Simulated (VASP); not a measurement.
# HC18F in VASP: notebook, part 2 of 2

VASP 6.6.1. Earlier steps stand in the parts before.

## Step 4: Single point, PBE

The input, INCAR:

```
SYSTEM = HC18F
ALGO     = Normal         ! electronic algorithm
EDIFF    = 1E-7           ! SCF threshold, eV
ENCUT    = 520            ! plane-wave cutoff, eV
GGA      = PE             ! functional
ISIF     = 2              ! what is computed and relaxed
ISMEAR   = 0              ! smearing method
LASPH    = .TRUE.         ! aspherical terms in the spheres
LCHARG   = .FALSE.        ! write CHGCAR
LREAL    = Auto         
LWAVE    = .FALSE.        ! write WAVECAR
NBANDS   = 56             ! bands
NELM     = 60             ! most SCF steps
PREC     = Accurate       ! precision mode
SIGMA    = 0.02           ! smearing width, eV
```

The input, KPOINTS:

```
k-points
0
G
  2 2 1
  0 0 0
```

The input, POSCAR:

```
HC18F
1.0
    7.3980000000      0.0000000000      0.0000000000
   -3.6990000000      6.4068560000      0.0000000000
    0.0000000000      0.0000000000     12.0000000000
C F H
18 1 1
Direct
    0.0070589378     -0.0028101188      0.0693650119
    0.2278747763      0.1069389681      0.0753468563
    0.0071594115      0.3313757982      0.1056789347
    0.2357038775      0.4457554872      0.0796552851
    0.0070381431      0.6655530244      0.0694766002
    0.2278740991      0.7766979811      0.0753439366
    0.3357899167     -0.0042189989      0.0807608334
    0.5635268705      0.1095004134      0.1073291093
    0.3426362344      0.3341191637      0.0745211409
    0.5628326654      0.4433493608      0.0685779637
    0.3426536730      0.6642954418      0.0744521967
    0.5628250988      0.7751909898      0.0682839661
    0.6772560716     -0.0024187321      0.0767405504
    0.8919975657      0.1043045828      0.0772870750
    0.6771755271      0.3353435524      0.0772745945
    0.8919942677      0.4433737182      0.0777552491
    0.6738071169      0.6647661623      0.0648877568
    0.8957206919      0.7757270059      0.0654628844
    0.5682167419      0.1112233982      0.2329193278
    1.0045619930      0.3293401415      0.1988806670
```

Potentials or basis: VASP PAW PBE potentials, release 64 (C, F, H).

Run with:

```
> cat potpaw_PBE.64/C/POTCAR potpaw_PBE.64/F/POTCAR potpaw_PBE.64/H/POTCAR > POTCAR
> mpirun -np 1 vasp_std > vasp.out
```

OUTCAR:

```text
SYSTEM = HC18F
   EDIFF = 1E-7
   ENCUT = 520
   GGA = PE
   ISIF = 2
   ISMEAR = 0
   LASPH = .TRUE.
   LREAL = Auto
   NELM = 60
   PREC = Accurate

 ion  position               nearest neighbor table
   1  0.007  0.997  0.069-   2 1.42  18 1.42  14 1.43
   2  0.228  0.107  0.075-   7 1.41   1 1.42   9 1.46
   3  0.007  0.331  0.106-  20 1.12  16 1.49  14 1.49   4 1.50
   4  0.236  0.446  0.080-  11 1.40   9 1.40   3 1.50
   5  0.007  0.666  0.069-   6 1.42  18 1.42  16 1.43
   6  0.228  0.777  0.075-   7 1.41   5 1.42  11 1.46
   7  0.336  0.996  0.081-   2 1.41   6 1.41   8 1.49
[... 448 lines left out ...]
  Total        1.9251276      3.8900704      0.1573840     -1.7157493      0.0152802     -0.0076496
  in kB        5.4228747     10.9579045      0.4433337     -4.8330787      0.0430426     -0.0215482
  external PRESSURE =       5.6080376 kB  Pullay stress =       0.0000000 kB

 VOLUME and BASIS-vectors are now :
 -----------------------------------------------------------------------------
  energy-cutoff  :      520.00
  volume of cell :      568.78
      direct lattice vectors                 reciprocal lattice vectors
     7.398000000  0.000000000  0.000000000     0.135171668  0.078041398  0.000000000
    -3.699000000  6.406856000  0.000000000     0.000000000  0.156082796  0.000000000
     0.000000000  0.000000000 12.000000000     0.000000000  0.000000000  0.083333333

 POSITION                                       TOTAL-FORCE (eV/Angst)
 -----------------------------------------------------------------------------------
     -3.63638      6.38885      0.83238         0.025198      0.002486     -0.012119
      1.29025      0.68514      0.90416        -0.006110      0.014219      0.003703
     -1.17279      2.12308      1.26815         0.026982      0.001994      0.002810
      0.09489      2.85589      0.95586        -0.021140     -0.020018      0.003152
     -2.40981      4.26410      0.83372         0.003772      0.016793      0.006571
     -1.18719      4.97619      0.90413         0.000252     -0.015157      0.002172
[... 12 lines left out ...]
      3.79225      0.71259      2.79503        -0.001953      0.001619      0.207566
     -1.18448      2.11003      2.38657        -0.005982      0.008033      0.021468
 -----------------------------------------------------------------------------------
    total drift:                               -0.014194     -0.013897     -0.008293

  FREE ENERGIE OF THE ION-ELECTRON SYSTEM (eV)
  ---------------------------------------------------
  free  energy   TOTEN  =      -171.3813219081 eV

  energy  without entropy=     -171.3813219081  energy(sigma->0) =     -171.38132191
```

Run time: 9.8 min. Hardware: 1 thread of Intel Xeon 8259CL, shared host; peak memory 0.6 GiB.

What came out:

```
Free energy            : -171.3813 eV
Largest force          : 0.208 eV/Å
Band gap on the k mesh : 0.33 eV
```

Forces in eV/Å, atoms in the order of the input:
```
C    0.025  0.002 -0.012
C   -0.006  0.014  0.004
C    0.027  0.002  0.003
C   -0.021 -0.020  0.003
C    0.004  0.017  0.007
C    0.000 -0.015  0.002
C    0.029  0.011  0.004
C   -0.005 -0.003 -0.179
C    0.018 -0.008 -0.008
C   -0.010 -0.005 -0.008
C   -0.002  0.020 -0.014
C   -0.016 -0.004 -0.002
C   -0.034 -0.008 -0.007
C   -0.004  0.020  0.001
C   -0.005 -0.012 -0.021
C   -0.003 -0.009 -0.009
C    0.004 -0.005  0.009
C    0.007 -0.007 -0.001
F   -0.002  0.002  0.208
H   -0.006  0.008  0.021
```

Caveat: the k points lie up to 0.49 Å⁻¹ apart; there is no dipole correction, which matters where the two faces differ; semilocal functionals underestimate gaps, and a narrow one can read as zero.

## Step 5: Single point, PBE

The input, INCAR:

```
SYSTEM = HC18F
  ALGO = Normal
  EDIFF = 1E-7
  ENCUT = 520
  GGA = PE
  ISIF = 2
  ISMEAR = 0
  LASPH = .True.
  LCHARG = .False.
  LREAL = Auto
  LWAVE = .False.
  NBANDS = 56
  NELM = 80
  PREC = Accurate
  SIGMA = 0.02
```

The input, KPOINTS:

```
k-points
0
Gamma
  2 2 1
  0 0 0
```

The input, POSCAR:

```
HC18F
1.0
    7.3980000000      0.0000000000      0.0000000000
   -3.6990000000      6.4068560000      0.0000000000
    0.0000000000      0.0000000000     12.0000000000
C F H
18 1 1
Direct
   -0.0385147457     -0.0190740981      0.0772921667
    0.1840681340      0.0922349433      0.0772100833
   -0.0373126287      0.3133009389      0.0780895833
    0.1829388426      0.4234189125      0.0777836667
   -0.0394506877      0.6454487193      0.0772808333
    0.1850282259      0.7576614801      0.0772535000
    0.2962132442     -0.0199676721      0.0772398333
    0.5159621744      0.0899146165      0.0773720000
    0.2940845606      0.3119598755      0.0773539167
    0.5183849018      0.4242985951      0.0772755000
    0.2950118141      0.6479682078      0.0773899167
    0.5174169832      0.7589499436      0.0773318333
    0.6271225799     -0.0213463515      0.0774289167
    0.8514227821      0.0905887381      0.0776187500
    0.6280868126      0.3143231251      0.0773669167
    0.8504690332      0.4257250358      0.0775400000
    0.6295468372      0.6466981621      0.0773034167
    0.8492660236      0.7565642181      0.0772340000
    1.0367060555      0.3379476611      0.3465689167
    1.0343748877      0.3390514786      0.2683990000
```

Run with:

```
> cat potpaw_PBE.64/C/POTCAR potpaw_PBE.64/F/POTCAR potpaw_PBE.64/H/POTCAR > POTCAR
> mpirun -np 1 vasp_std > vasp.out
```

It took 7.5 min on 1 thread of Intel Xeon 8259CL, shared host; peak memory 0.6 GiB.

It converged, with:

```yaml
Free_energy: -173.5694 eV
Largest_force: 0.285 eV/Å
Band_gap_on_the_k_mesh: 0.19 eV
```

Forces in eV/Å, atoms in the order of the input:
```
C   -0.001 -0.002 -0.003
C   -0.001 -0.008  0.000
C    0.008  0.009  0.002
C   -0.006  0.001  0.005
C    0.010 -0.001  0.001
C   -0.018 -0.014 -0.002
C    0.004  0.005  0.002
C   -0.011  0.005 -0.001
C    0.003  0.012 -0.003
C   -0.009 -0.006  0.000
C    0.008 -0.009  0.004
C   -0.003 -0.006 -0.003
C    0.015 -0.004  0.000
C    0.003 -0.008 -0.005
C   -0.001  0.004 -0.001
C   -0.001  0.013  0.002
C   -0.005  0.007 -0.001
C    0.004  0.000  0.001
F    0.006 -0.003  0.285
H   -0.006  0.003 -0.282
```

Levels at points of the mesh, in eV from the valence-band top:
```tsv
k point	band 37	band 38	band 39	band 40	band 41	band 42	band 43	band 44
(0.00, 0.00, 0.00)	-2.95	-2.95	-0.04	0.00	0.19	0.22	3.44	4.66
(0.50, 0.00, 0.00)	-2.58	-2.55	-2.53	-2.26	1.76	2.54	2.58	2.64
(0.00, 0.50, 0.00)	-2.58	-2.53	-2.51	-2.26	1.77	2.54	2.59	2.64
(0.50, 0.50, 0.00)	-2.57	-2.53	-2.51	-2.26	1.77	2.55	2.59	2.63
```

Caveat: the k points lie up to 0.49 Å⁻¹ apart; there is no dipole correction, which matters where the two faces differ; semilocal functionals underestimate gaps, and a narrow one can read as zero.

## Step 6: Single point, PBE

The input, INCAR:

```
PREC     = Accurate       # precision mode
ENCUT    = 520            # plane-wave cutoff, eV
EDIFF    = 1E-6           # SCF threshold, eV
ISMEAR   = 0              # smearing method
SIGMA    = 0.02           # smearing width, eV
LREAL    = Auto         
LASPH    = True           # aspherical terms in the spheres
NELM     = 100            # most SCF steps
ALGO     = Normal         # electronic algorithm
ISIF     = 2              # what is computed and relaxed
LWAVE    = False          # write WAVECAR
LCHARG   = True           # write CHGCAR
GGA      = PE             # functional
LELF     = True           # ELF
LVHAR    = True         
NBANDS   = 56             # bands
```

The input, KPOINTS:

```
regular mesh
0
Gamma
  2 2 1
```

The input, POSCAR:

```
HC18F
1.0
    7.3980000000      0.0000000000      0.0000000000
   -3.6990000000      6.4068560000      0.0000000000
    0.0000000000      0.0000000000     12.0000000000
C F H
18 1 1
Direct
   -0.0140692861     -0.0057763121      0.0744714167
    0.2057613628      0.1043088841      0.0742322500
   -0.0164547437      0.3266998665      0.0748966667
    0.2083353306      0.4389569549      0.0744900000
   -0.0153792593      0.6622574317      0.0742427500
    0.2069435943      0.7733905679      0.0742381667
    0.3168429956     -0.0068365826      0.0741018333
    0.5412817079      0.1053955325      0.0739926667
    0.3180397296      0.3288491266      0.0742321667
    0.5402628889      0.4400245612      0.0741012500
    0.3192544508      0.6612155791      0.0742846667
    0.5389932981      0.7709655094      0.0742360000
    0.6509659047     -0.0046678121      0.0742596667
    0.8734104385      0.1064364487      0.0748193333
    0.6524585435      0.3277673168      0.0739988333
    0.8721929304      0.4378411190      0.0742914167
    0.6501538409      0.6598367436      0.0742415833
    0.8746174803      0.7720081425      0.0742835000
    0.8695105103      0.2225776574      0.3423930000
    0.8953300618      0.2249961604      0.2657480000
```

Potentials or basis: VASP PAW PBE potentials, release 64 (C, F, H).

Run with:

```
> cat potpaw_PBE.64/C/POTCAR potpaw_PBE.64/F/POTCAR potpaw_PBE.64/H/POTCAR > POTCAR
> mpirun -np 1 vasp_std > vasp.out
```

Run time: 7.9 min. Hardware: 1 thread of Intel Xeon 8259CL, shared host; peak memory 0.6 GiB.

Results (log left out):

| Item | Value |
| --- | --- |
| Free energy | -173.5691 eV |
| Largest force | 0.302 eV/Å |
| Band gap on the k mesh | 0.20 eV |

Forces on the atoms (eV/Å):
```
C   -0.001  0.012  0.000
C   -0.010  0.004  0.002
C    0.027  0.013 -0.002
C   -0.006 -0.005  0.002
C    0.012 -0.001 -0.001
C   -0.016 -0.014  0.000
C   -0.008  0.006  0.003
C   -0.018  0.008 -0.001
C   -0.001  0.008  0.001
C   -0.006  0.002 -0.002
C   -0.002 -0.023 -0.003
C    0.013 -0.011 -0.005
C    0.008 -0.015  0.003
C    0.019 -0.009 -0.002
C   -0.027  0.004 -0.001
C    0.013  0.024  0.002
C   -0.008 -0.003 -0.001
C   -0.001 -0.001 -0.003
F   -0.052 -0.005  0.297
H    0.062  0.003 -0.291
```

Levels at points of the mesh, in eV from the valence-band top:
| k point | band 36 | band 37 | band 38 | band 39 | band 40 | band 41 | band 42 | band 43 | band 44 | band 45 |
| --- | --- | --- | --- | --- | --- | --- | --- | --- | --- | --- |
| (0.00, 0.00, 0.00) | -4.37 | -2.95 | -2.95 | -0.04 | 0.00 | 0.20 | 0.22 | 3.43 | 4.65 | 4.87 |
| (0.50, 0.00, 0.00) | -2.62 | -2.57 | -2.53 | -2.51 | -2.26 | 1.78 | 2.55 | 2.59 | 2.63 | 2.67 |
| (0.00, 0.50, 0.00) | -2.58 | -2.58 | -2.55 | -2.52 | -2.26 | 1.76 | 2.56 | 2.57 | 2.64 | 2.68 |
| (0.50, 0.50, 0.00) | -2.62 | -2.57 | -2.53 | -2.51 | -2.26 | 1.78 | 2.55 | 2.59 | 2.64 | 2.67 |

Caveat: the k points lie up to 0.49 Å⁻¹ apart; there is no dipole correction, which matters where the two faces differ; semilocal functionals underestimate gaps, and a narrow one can read as zero.

## Step 7: Summary

| cell | gap on the mesh (eV) | largest force (eV/Å) |
| --- | --- | --- |
| as given, atomic positions A | 0.17 | 0.02 |
| as given, atomic positions B | 0.19 | 0.28 |
| as given, atomic positions C | 0.33 | 0.21 |
| as given, atomic positions D | 0.20 | 0.30 |

Alike in all rows: task single point; level PBE; potentials or basis VASP PAW PBE potentials, release 64 (C, F, H); no spin polarisation; k mesh 2 × 2 × 1; cutoff (eV) 520; smearing gaussian 0.02 eV.

Caveats: all runs use coarse meshes; there is no dipole correction, which matters where the two faces differ; semilocal functionals underestimate gaps, and a narrow one can read as zero.

Total energies depend on the potentials used, so only differences within one code and one set of settings carry meaning.
